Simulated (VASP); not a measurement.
**Ge: electric field gradients with PBEsol**

Crystal: Ge.

```
Ge
1.0
    -0.05658    2.80048    2.80048
     2.80048   -0.05658    2.80048
     2.80048    2.80048   -0.05658
Ge
2
Direct
  0.50000 0.50000 0.50000
  0.75000 0.75000 0.75000
```

This cell differs from its parent crystal: equal xy, yz and zx shear strains of -2 %.

```yaml
Program: VASP 6.6.1
Task: electric field gradients
Functional: PBEsol
Potentials_or_basis: VASP PAW PBE potentials, release 64 (Ge_d)
Cutoff: 520 eV
k_mesh: 11 × 11 × 11
Occupations: fermi-dirac, width 0.05 eV
Spin: no spin polarisation
Dipole_correction: no
Further_INCAR_settings: ALGO = Normal; EDIFF = 1e-08; NBANDS = 21
```

```yaml
Pressure: 0.7 GPa
Largest_force: 0.340 eV/Å
Band_gap_on_the_k_mesh: zero (bands 14 and 15 overlap by 0.08 eV)
Largest_electric_field_gradient_by_atom: Ge -19.8 V/Å²
```

Forces in eV/Å, atoms in the order of the input:
```
Ge  -0.196 -0.196 -0.196
Ge   0.196  0.196  0.196
```

Stress tensor (GPa, compression positive):
```
0.72 1.72 1.72
1.72 0.72 1.72
1.72 1.72 0.72
```

Levels at points of the mesh, in eV from the Fermi level:
```csv
k point,band 11,band 12,band 13,band 14,band 15,band 16,band 17,band 18
"(0.00, 0.00, 0.00)",-12.78,-0.02,0.01,0.01,0.04,2.40,2.40,2.91
```

Electric field gradients, principal values (V/Å²):
```tsv
atom	least	middle	greatest (by size)
1 Ge	9.902	9.902	-19.803
2 Ge	9.902	9.902	-19.803
```

Run time: 3.7 min on 1 thread of AMD EPYC 7571, with other jobs on the host, peak memory 0.21 GiB.

Caveat: the cell differs from its parent crystal (equal xy, yz and zx shear strains of -2 %); semilocal functionals underestimate gaps, so a narrow gap can read as zero; without QUAD_EFG the Cq values of the log hold for a quadrupole moment of 1 mb, not for the nuclei; the PAW data sets were made with another functional, which shifts forces and pressure a little.
